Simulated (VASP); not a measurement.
# NaTe2 (P4/mmm) in VASP: notebook

Runs on NaTe2. Level: PBE. Tasks: single point.

Program: VASP 6.6.1. These are calculated values, not measurements. Logs are shortened: lines on timing, memory, paths and dates and some standing lists are left out, and cuts for length are marked.

## Step 1: The cell of the first run

It takes space group P4/mmm (No. 123, tetragonal). The conventional cell has a = 4.499 Å, b = 4.499 Å, c = 4.981 Å, α = 90.00°, β = 90.00°, γ = 90.00°. Within 4.5 Å of Na (site symmetry 4/mmm) lie 8 Te at 3.36 Å and 4 Na at 4.50 Å. Te (site symmetry mmm) has 4 Te at 3.18 Å and 4 Na at 3.36 Å within 4.2 Å.

## Step 2: Single point, PBE

INCAR reads:

```
PREC     = Accurate       # precision mode
ENCUT    = 520            # plane-wave cutoff, eV
EDIFF    = 1E-6           # SCF threshold, eV
ISMEAR   = 0              # smearing method
SIGMA    = 0.1            # smearing width, eV
LREAL    = F              # projectors in reciprocal space
LASPH    = T              # aspherical terms in the spheres
NELM     = 80             # most SCF steps
ALGO     = Fast           # electronic algorithm
ISIF     = 2              # what is computed and relaxed
LWAVE    = F              # write WAVECAR
LCHARG   = F              # write CHGCAR
GGA      = PE             # functional
NBANDS   = 16             # bands
```

KPOINTS reads:

```
Automatic mesh
0
Gamma
  4 4 4
```

POSCAR reads:

```
NaTe2
1.0
    4.4989578000      0.0000000000      0.0000000000
    0.0000000000      4.4989578000      0.0000000000
    0.0000000000      0.0000000000      4.9805313000
Na Te
1 2
Direct
    0.5000000000      0.5000000000      0.0000000000
    0.5000000000      0.0000000000      0.5000000000
    0.0000000000      0.5000000000      0.5000000000
```

Potentials or basis: VASP PAW PBE potentials, release 64 (Na_pv, Te).

Launch:

```
$ cat potpaw_PBE.64/Na_pv/POTCAR potpaw_PBE.64/Te/POTCAR > POTCAR
$ mpirun -np 1 vasp_std > vasp.out
```

OUTCAR:

```text
PREC = Accurate
   ENCUT = 520
   EDIFF = 1E-6
   ISMEAR = 0
   LREAL = F
   LASPH = T
   NELM = 80
   ISIF = 2
   GGA = PE

 ion  position               nearest neighbor table
   1  0.500  0.500  0.000-
   2  0.500  0.000  0.500-   3 3.18   3 3.18   3 3.18   3 3.18
   3  0.000  0.500  0.500-   2 3.18   2 3.18   2 3.18   2 3.18

  LATTYP: Found a simple tetragonal cell.
 ALAT       =     4.4989578000
 C/A-ratio  =     1.1070411241

  Lattice vectors:

 A1 = (   4.4989578000,   0.0000000000,   0.0000000000)
 A2 = (   0.0000000000,   4.4989578000,   0.0000000000)
 A3 = (   0.0000000000,   0.0000000000,   4.9805313000)

Analysis of symmetry for initial positions (statically):
=====================================================================
 Subroutine PRICEL returns:
 Original cell was already a primitive cell.

 Routine SETGRP: Setting up the symmetry group for a
 simple tetragonal supercell.

 Subroutine GETGRP returns: Found 16 space group operations
 (whereof 16 operations were pure point group operations)
 out of a pool of 16 trial point group operations.

The static configuration has the point symmetry D_4h.

Analysis of symmetry for dynamics (positions and initial velocities):
=====================================================================
 Subroutine PRICEL returns:
 Original cell was already a primitive cell.

 Routine SETGRP: Setting up the symmetry group for a
 simple tetragonal supercell.

 Subroutine GETGRP returns: Found 16 space group operations
 (whereof 16 operations were pure point group operations)
 out of a pool of 16 trial point group operations.

The dynamic configuration has the point symmetry D_4h.

 Subroutine INISYM returns: Found 16 space group operations
 (whereof 16 operations are pure point group operations),
 and found     1 'primitive' translations

----------------------------------------------------------------------------------------

                                     Primitive cell

  volume of cell :     100.8090

  direct lattice vectors                    reciprocal lattice vectors
     4.498957800  0.000000000  0.000000000     0.222273701  0.000000000  0.000000000
     0.000000000  4.498957800  0.000000000     0.000000000  0.222273701  0.000000000
[... 79 lines left out ...]
   NELM   =     80;   NELMIN=  2; NELMDL= -5     # of ELM steps
   EDIFF  = 0.1E-05   stopping-criterion for ELM
   LREAL  =      F    real-space projection
   EDIFFG = 0.1E-04   stopping-criterion for IOM
   NSW    =      0    number of steps for IOM
   IBRION =     -1    ionic relax: 0-MD 1-quasi-New 2-CG
   NFREE  =      0    steps in history (QN), initial steepest desc. (CG)
   ISIF   =      2    stress and relaxation
   ISYM   =      2    0-nonsym 1-usesym 2-fastsym
   POTIM  = 0.5000    time-step for ionic-motion
   TEBEG  =    0.0;   TEEND  =   0.0 temperature during run
   PSTRESS=    0.0 pullay stress
   NELECT =      19.0000    total number of electrons
   NUPDOWN=      -1.0000    fix difference up-down
   EMIN   =  10.00;   EMAX   =-10.00  energy-range for DOS
   EFERMI =   0.00;   METHOD = LEGACY
   ISMEAR =     0;   SIGMA  =   0.10  broadening in eV -4-tet -1-fermi 0-gaus
   EFERMI_NEDOS =   21; number of points for ismear=-14 and -15
   IALGO  =     68    algorithm
   IMIX   =      4    mixing-type and parameters
     AMIX     =   0.40;   BMIX     =  1.00
     AMIX_MAG =   1.60;   BMIX_MAG =  1.00
  volume/ion in A,a.u.               =      33.60       226.76
  Fermi-wavevector in a.u.,A,eV,Ry     =   0.938627  1.773747 11.987004  0.881020
  Thomas-Fermi vector in A             =   2.065857
   LORBIT       =      0    0 simple, 1 ext, 2 COOP (PROOUT), +10 PAW based schemes
   GGA     = PE    functional components
   LHFCALC =     F    Hartree Fock is set to
   AEXX    =    0.0000 exact exchange contribution
   IVDW    =     0    specifies the selected vdW correction
   LEPSILON=     F    determine dielectric tensor
   LRPA    =     F    only Hartree local field effects (RPA)
 non-spin polarized calculation
 RMM-DIIS sequential band-by-band and
 Gauss-broadening in eV      SIGMA  =   0.10
  energy-cutoff  :      520.00
  volume of cell :      100.81
 maximum number of plane-waves:      2732
 NGX is ok and might be reduce to    36
   NGX = 17   NGY = 17   NGZ = 19

 number of electron      18.9999985 magnetization

 Free energy of the ion-electron system (eV)
  ---------------------------------------------------
  ext. energy  EPLUGINS =         0.00000000
  ---------------------------------------------------
  free energy    TOTEN  =        -9.04182279 eV

  energy without entropy =       -9.03779475  energy(sigma->0) =       -9.03980877

 E-fermi :   4.1761     XC(G=0):  -8.1338

 val. band max:        3.8342256999   @ k =   0.0000   0.0000   0.2500
 cond. band min:       4.2259735728   @ k =   0.0000   0.0000   0.0000
 fundamental gap:      0.3917478729
 Fermi energy:         4.1760571311

 k-point     1 :       0.0000    0.0000    0.0000
  band No.  band energies     occupation
      1     -20.5115      2.00000
      2     -20.5074      2.00000
      3     -20.5074      2.00000
      4      -8.7817      2.00000
      5      -4.9598      2.00000
      6       0.1664      2.00000
[... 319 lines left out ...]
      3     -20.5095      2.00000
      4      -6.8433      2.00000
      5      -6.8433      2.00000
      6      -1.5375      2.00000
[... 8 lines left out ...]
     15      12.2774      0.00000
     16      13.4667      0.00000

------------------------ aborting loop because EDIFF is reached ----------------------------------------

  FORCE on cell =-STRESS in cart. coord.  units (eV):
  Direction    XX          YY          ZZ          XY          YZ          ZX
  --------------------------------------------------------------------------------------
  -------------------------------------------------------------------------------------
  Total        0.0014306      0.0014306      0.1788515      0.0000000      0.0000000      0.0000000
  in kB        0.0227361      0.0227361      2.8425211      0.0000000      0.0000000      0.0000000
  external PRESSURE =       0.9626644 kB  Pullay stress =       0.0000000 kB

 VOLUME and BASIS-vectors are now :
 -----------------------------------------------------------------------------
  energy-cutoff  :      520.00
  volume of cell :      100.81
      direct lattice vectors                 reciprocal lattice vectors
     4.498957800  0.000000000  0.000000000     0.222273701  0.000000000  0.000000000
     0.000000000  4.498957800  0.000000000     0.000000000  0.222273701  0.000000000
     0.000000000  0.000000000  4.980531300     0.000000000  0.000000000  0.200781792

 POSITION                                       TOTAL-FORCE (eV/Angst)
 -----------------------------------------------------------------------------------
      2.24948      2.24948      0.00000         0.000000      0.000000      0.000000
      2.24948      0.00000      2.49027         0.000000      0.000000      0.000000
      0.00000      2.24948      2.49027         0.000000      0.000000      0.000000
 -----------------------------------------------------------------------------------
    total drift:                                0.000000      0.000000      0.000000

  FREE ENERGIE OF THE ION-ELECTRON SYSTEM (eV)
  ---------------------------------------------------
  free  energy   TOTEN  =        -9.0418227935 eV

  energy  without entropy=       -9.0377947527  energy(sigma->0) =       -9.03980877
```

stdout:

```text
POSCAR found type information on POSCAR NaTe
 POSCAR found :  2 types and       3 ions
 scaLAPACK will be used
 LDA part: xc-table for (Slater+PW92), standard interpolation
 POSCAR, INCAR and KPOINTS ok, starting setup
 FFT: planning ... GRIDC
 FFT: planning ... GRID_SOFT
 FFT: planning ... GRID
 WAVECAR not read
 entering main loop
```

Wall time 28 s (1 thread of Oxide Virtual Turin-like, shared host); peak memory 0.18 GiB.

What came out:

| Property | Result |
| --- | --- |
| Free energy | -9.0418 eV |
| Pressure | 0.1 GPa |
| Band gap on the k mesh | zero (an odd number of electrons rules out a gap without spin polarisation) |

Levels at points of the mesh, in eV from the Fermi level:
```csv
k point,band 5,band 6,band 7,band 8,band 9,band 10,band 11,band 12,band 13,band 14
"(0.00, 0.00, 0.00)",-9.14,-4.01,-4.01,-3.35,0.05,1.07,1.75,1.75,2.32,6.43
"(0.50, 0.00, 0.00)",-11.45,-2.20,-2.06,-1.98,-1.97,-1.92,-1.66,2.78,3.01,6.82
"(0.50, 0.50, 0.00)",-11.07,-5.88,-5.45,-1.63,-1.63,3.09,3.31,3.74,4.10,4.10
"(0.00, 0.00, 0.50)",-9.07,-4.53,-3.94,-3.94,-0.68,1.80,1.80,2.61,4.66,4.66
"(0.50, 0.00, 0.50)",-11.39,-3.06,-2.87,-2.14,-1.90,-1.88,-1.55,4.85,5.39,6.02
"(0.50, 0.50, 0.50)",-11.02,-5.71,-5.34,-2.47,-2.47,1.65,2.52,3.16,3.35,8.10
```

Caveat: spin-orbit coupling is left out, which moves the levels of the heavy elements; an odd number of electrons without spin polarisation forces a metal; a magnetic or distorted state may lie lower.

## Step 3: Single point, PBE

INCAR reads:

```
PREC = Accurate
ENCUT = 520
EDIFF = 1E-7
ISMEAR = 0
SIGMA = 0.1
LREAL = False
LASPH = True
NELM = 80
ALGO = Fast
ISIF = 2
LWAVE = False
LCHARG = False
GGA = PE
NBANDS = 16
```

KPOINTS reads:

```
regular mesh
0
Gamma
  10 10 10
```

POSCAR reads:

```
NaTe2
1.0
    4.4967064717      0.0000000000      0.0000000000
    0.0000000000      4.4967064717      0.0000000000
    0.0000000000      0.0000000000      4.9854685470
Na Te
1 2
Direct
    0.5000000000      0.5000000000      0.0000000000
    0.5000000000      0.0000000000      0.5000000000
    0.0000000000      0.5000000000      0.5000000000
```

Potentials or basis: VASP PAW PBE potentials, release 64 (Na_pv, Te).

Launch:

```
$ cat potpaw_PBE.64/Na_pv/POTCAR potpaw_PBE.64/Te/POTCAR > POTCAR
$ mpirun -np 1 vasp_std > vasp.out
```

OUTCAR:

```text
PREC = Accurate
   ENCUT = 520
   EDIFF = 1E-7
   ISMEAR = 0
   LREAL = False
   LASPH = True
   NELM = 80
   ISIF = 2
   GGA = PE

 ion  position               nearest neighbor table
   1  0.500  0.500  0.000-
   2  0.500  0.000  0.500-   3 3.18   3 3.18   3 3.18   3 3.18
   3  0.000  0.500  0.500-   2 3.18   2 3.18   2 3.18   2 3.18

  LATTYP: Found a simple tetragonal cell.
 ALAT       =     4.4967064717
 C/A-ratio  =     1.1086933466

  Lattice vectors:

 A1 = (   4.4967064717,   0.0000000000,   0.0000000000)
 A2 = (   0.0000000000,   4.4967064717,   0.0000000000)
 A3 = (   0.0000000000,   0.0000000000,   4.9854685470)

Analysis of symmetry for initial positions (statically):
=====================================================================
 Subroutine PRICEL returns:
 Original cell was already a primitive cell.

 Routine SETGRP: Setting up the symmetry group for a
 simple tetragonal supercell.

 Subroutine GETGRP returns: Found 16 space group operations
 (whereof 16 operations were pure point group operations)
[... 162 lines left out ...]
  ext. energy  EPLUGINS =         0.00000000
  ---------------------------------------------------
  free energy    TOTEN  =        -8.97277267 eV

  energy without entropy =       -8.96556481  energy(sigma->0) =       -8.96916874

 E-fermi :   3.7698     XC(G=0):  -8.1385

 val. band max:        3.7619239884   @ k =   0.2000   0.1000   0.5000
 cond. band min:       3.8003194957   @ k =   0.1000   0.0000   0.2000
 fundamental gap:      0.0383955073
 Fermi energy:         3.7697681605

 k-point     1 :       0.0000    0.0000    0.0000
  band No.  band energies     occupation
      1     -20.5097      2.00000
      2     -20.5092      2.00000
      3     -20.5092      2.00000
      4      -8.7810      2.00000
      5      -4.9573      2.00000
      6       0.1806      2.00000
[... 433 lines left out ...]
      3     -20.5091      2.00000
      4      -8.5249      2.00000
      5      -5.5401      2.00000
      6       0.5019      2.00000
[... 8 lines left out ...]
     15      10.5040      0.00000
     16      10.5229      0.00000

 [... further k-points ...]
[... 5 lines left out ...]
  --------------------------------------------------------------------------------------
  -------------------------------------------------------------------------------------
  Total        0.0065912      0.0065912      0.0245928      0.0000000      0.0000000      0.0000000
  in kB        0.1047568      0.1047568      0.3908615      0.0000000      0.0000000      0.0000000
  external PRESSURE =       0.2001250 kB  Pullay stress =       0.0000000 kB

 VOLUME and BASIS-vectors are now :
 -----------------------------------------------------------------------------
  energy-cutoff  :      520.00
  volume of cell :      100.81
      direct lattice vectors                 reciprocal lattice vectors
     4.496706472  0.000000000  0.000000000     0.222384985  0.000000000  0.000000000
     0.000000000  4.496706472  0.000000000     0.000000000  0.222384985  0.000000000
     0.000000000  0.000000000  4.985468547     0.000000000  0.000000000  0.200582952

 POSITION                                       TOTAL-FORCE (eV/Angst)
 -----------------------------------------------------------------------------------
      2.24835      2.24835      0.00000         0.000000      0.000000      0.000000
      2.24835      0.00000      2.49273         0.000000      0.000000      0.000000
      0.00000      2.24835      2.49273         0.000000      0.000000      0.000000
 -----------------------------------------------------------------------------------
    total drift:                                0.000000      0.000000      0.000000

  FREE ENERGIE OF THE ION-ELECTRON SYSTEM (eV)
  ---------------------------------------------------
  free  energy   TOTEN  =        -8.9727726698 eV

  energy  without entropy=       -8.9655648068  energy(sigma->0) =       -8.96916874
```

OSZICAR:

```text
N       E                     dE             d eps       ncg     rms          rms(c)
DAV:   1     0.105706344645E+03    0.10571E+03   -0.81260E+03  4032   0.100E+03
DAV:   2    -0.781587874334E+00   -0.10649E+03   -0.10151E+03  4504   0.224E+02
DAV:   3    -0.882580163038E+01   -0.80442E+01   -0.78682E+01  5216   0.619E+01
DAV:   4    -0.901336058103E+01   -0.18756E+00   -0.18741E+00  5392   0.989E+00
DAV:   5    -0.901790548337E+01   -0.45449E-02   -0.45448E-02  5976   0.140E+00    0.713E+00
RMM:   6    -0.897864306156E+01    0.39262E-01   -0.26330E-02  4484   0.954E-01    0.434E+00
RMM:   7    -0.897133476185E+01    0.73083E-02   -0.68713E-02  5023   0.136E+00    0.202E-01
RMM:   8    -0.897251773644E+01   -0.11830E-02   -0.82799E-03  4566   0.812E-01    0.488E-02
RMM:   9    -0.897264615093E+01   -0.12841E-03   -0.19400E-03  6123   0.346E-01    0.727E-02
RMM:  10    -0.897272951397E+01   -0.83363E-04   -0.21965E-04  5454   0.127E-01    0.503E-02
RMM:  11    -0.897276852054E+01   -0.39007E-04   -0.70197E-05  5181   0.667E-02    0.744E-03
RMM:  12    -0.897277118156E+01   -0.26610E-05   -0.14537E-05  5456   0.333E-02    0.210E-03
RMM:  13    -0.897277233755E+01   -0.11560E-05   -0.35663E-06  5828   0.165E-02    0.120E-03
RMM:  14    -0.897277264767E+01   -0.31012E-06   -0.63156E-07  4466   0.589E-03    0.752E-04
RMM:  15    -0.897277266978E+01   -0.22108E-07   -0.12184E-07  3651   0.285E-03
   1 F= -.89727727E+01 E0= -.89691687E+01  d E =-.720786E-02
```

It took 4.3 min on 1 thread of Oxide Virtual Turin-like, shared host; peak memory 0.31 GiB.

Results:

```
Free energy            : -8.9728 eV
Pressure               : 0.0 GPa
Band gap on the k mesh : zero (an odd number of electrons rules out a gap without spin polarisation)
```

Caveat: spin-orbit coupling is left out, which moves the levels of the heavy elements; an odd number of electrons without spin polarisation forces a metal; a magnetic or distorted state may lie lower.

The gap in the log of VASP goes by the Fermi energy; the results here count the filled bands.